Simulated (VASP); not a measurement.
FeO:

```
CELL_PARAMETERS angstrom
2.90291 0.00000 0.00000
-1.45145 2.51399 0.00000
0.00000 0.00000 2.83309
ATOMIC_POSITIONS crystal
Fe 0.00000 0.00000 0.00000
O 0.66667 0.33333 0.50000
```

Base run:

| Item | Value |
| --- | --- |
| Program | VASP 6.6.1 |
| Functional | PBE |
| Potentials or basis | VASP PAW PBE potentials, release 64 (Fe, O) |
| Cutoff | 520 eV |
| k mesh | 10 × 10 × 9 |
| Occupations | fermi-dirac, width 0.05 eV |
| Spin | collinear spin, ferromagnetic start |
| Starting moments | [3.0, 0.0] μB |

Its results: band gap on the k mesh zero (filled and empty bands overlap); pressure -10.4 GPa; net moment 4.00 μB per cell; site moments Fe +3.58; O +0.35 μB.

Problem. The run is repeated on the same cell with these changes: potentials or basis from VASP PAW PBE potentials, release 64 (Fe, O) to VASP PAW PBE potentials, release 64 (Fe_sv, O); cutoff from 520 eV to 600 eV; further incar settings from ALGO = Normal; EDIFF = 1e-06; NBANDS = 18 to ALGO = Normal; EDIFF = 1e-06; NBANDS = 22; valence electrons from 14 to 22. What comes out?

Solution. Band gap on the k mesh zero (filled and empty bands overlap); pressure -12.6 GPa; net moment 4.00 μB per cell; site moments Fe +3.47; O +0.34 μB.

Caveats: a cell with one magnetic atom can't hold antiferromagnetic order, which such compounds often take; semilocal functionals often make such compounds metallic where correlation or magnetic order opens a gap, which also shifts bond lengths.
